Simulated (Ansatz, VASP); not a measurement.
Cr: VASP beside Ansatz

Contents of INCAR:

```
PREC = Accurate
ENCUT = 600
EDIFF = 1E-6
ISMEAR = 0
SIGMA = 0.1
LREAL = F
LASPH = T
NELM = 60
ALGO = Fast
ISIF = 3
LWAVE = F
LCHARG = F
GGA = PE
IBRION = 2
NSW = 100
EDIFFG = -0.01
```

KPOINTS

```
regular mesh
0
Gamma
  26 26 26
```

The input POSCAR:

```
Cr
1.0
   -1.4240103897      1.4240103897      1.4240103897
    1.4240103897     -1.4240103897      1.4240103897
    1.4240103897      1.4240103897     -1.4240103897
Cr
1
Direct
    0.0000000000      0.0000000000      0.0000000000
```

Input for Ansatz:

```yaml
crystal:
  lattice:
    - [-1.4240103897, 1.4240103897, 1.4240103897]
    - [1.4240103897, -1.4240103897, 1.4240103897]
    - [1.4240103897, 1.4240103897, -1.4240103897]
  atoms:
    - { symbol: Cr, position: [0.0, 0.0, 0.0] }
basis:
  ecutwfc: 420
kpoints:
  mp_grid: { grid: [26, 26, 26] }
hamiltonian:
  xc: pbe
scf:
  occupations: { method: gaussian, width: 0.1 }
output:
  forces: true
  stress: true
  eigenvalues: true
relax:
  adjacent_minimum: "off"
  f_tol: 0.01
  max_steps: 80
  cell: { stress_tol: 0.05 }
```

Alike in both runs: task relaxation of cell and atoms; functional PBE; k mesh 26 × 26 × 26; occupations gaussian, width 0.1 eV; no spin polarisation.

|  | VASP | Ansatz |
| --- | --- | --- |
| version | VASP 6.6.1 | Ansatz 0.2.0 |
| potentials or method | VASP PAW PBE potentials, release 64 (Cr_pv), cutoff 600 eV | scalar-relativistic, plane waves, PAW |
| valence electrons in the cell | 12 | 14 |

Ansatz gave:

| Item | Value |
| --- | --- |
| gap on the k mesh at the Fermi level, each at its own relaxed structure (eV) | none |
| relaxed volume (Å³/atom) | 11.55 |
| relaxed cell length with the largest relative difference (Å) | 2.466 |

Problem. Which values does VASP return?

Solution. gap on the k mesh at the Fermi level, each at its own relaxed structure (eV): none; relaxed volume (Å³/atom): 11.53; relaxed cell length with the largest relative difference (Å): 2.465.

A gap of «none» marks a metal or a gap that the smearing closes. VASP's potentials hold 12 valence electrons a cell and Ansatz's 14, so a difference there can come from the potentials and not from the codes.
